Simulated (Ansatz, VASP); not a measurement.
**Two plane-wave programs on HfN**

The input POSCAR:

```
HfN
1.0
    0.0000000000      2.4548220000      2.5468778250
    2.4548220000      0.0000000000      2.5468778250
    2.4548220000      2.4548220000      0.0000000000
Hf N
1 1
Direct
    0.0000000000      0.0000000000      0.0000000000
    0.7500000000      0.7500000000      0.7500000000
```

Contents of INCAR.step1:

```
SYSTEM = HfN
PREC = Accurate
ENCUT = 520
ISMEAR = 0
SIGMA = 0.15
LREAL = .False.
LASPH = .True.
NELM = 80
NBANDS = 14
GGA = PE
ALGO = Normal
EDIFF = 1E-4
LWAVE = .True.
LCHARG = .False.
```

INCAR.step2

```
SYSTEM = HfN
PREC = Accurate
ENCUT = 520
EDIFF = 1E-6
ISMEAR = 0
SIGMA = 0.15
LREAL = .False.
LASPH = .True.
NELM = 80
ALGO = Normal
ISIF = 2
LWAVE = .False.
LCHARG = .False.
METAGGA = R2SCAN
LMIXTAU = .True.
NBANDS = 14
ISTART = 1
```

KPOINTS

```
Automatic mesh
0
Gamma
  16 16 16
  0 0 0
```

Input for Ansatz:

```yaml
crystal:
  lattice:
    - [0.0, 2.454822, 2.546877825]
    - [2.454822, 0.0, 2.546877825]
    - [2.454822, 2.454822, 0.0]
  atoms:
    - { symbol: Hf, position: [0.0, 0.0, 0.0] }
    - { symbol: "N", position: [0.75, 0.75, 0.75] }
basis:
  ecutwfc: 500
kpoints:
  mp_grid: { grid: [16, 16, 16] }
hamiltonian:
  xc: r2scan
scf:
  occupations: { method: gaussian, width: 0.15 }
output:
  forces: true
  stress: true
  eigenvalues: true
```

Change from the starting cell: strain +0.0375 x Voigt [0, 0, 1, 0, 0, 0], atoms carried along.

Alike in both runs: task single point; functional r2SCAN; k mesh 16 × 16 × 16; occupations gaussian, width 0.15 eV; no spin polarisation.

```csv
,VASP,Ansatz
version,VASP 6.6.1,Ansatz 0.2.0
potentials or method,"VASP PAW PBE potentials, release 64 (Hf_pv, N), cutoff 520 eV","scalar-relativistic, plane waves, PAW"
valence electrons in the cell,15,31
```

```tsv
	VASP	Ansatz	Ansatz less VASP
gap on the k mesh at the Fermi level (eV)	none	none	-
pressure (GPa)	-10.2	-8.8	+1.39
traceless stress, the component that is largest in VASP (GPa)	-4.29	-4.26	+0.034
```

VASP's potentials were made for PBE, not for r2SCAN. A gap of «none» marks a metal or a gap that the smearing closes. VASP's potentials hold 15 valence electrons a cell and Ansatz's 31, so a difference there can come from the potentials and not from the codes.

Neither program's run includes spin-orbit coupling.
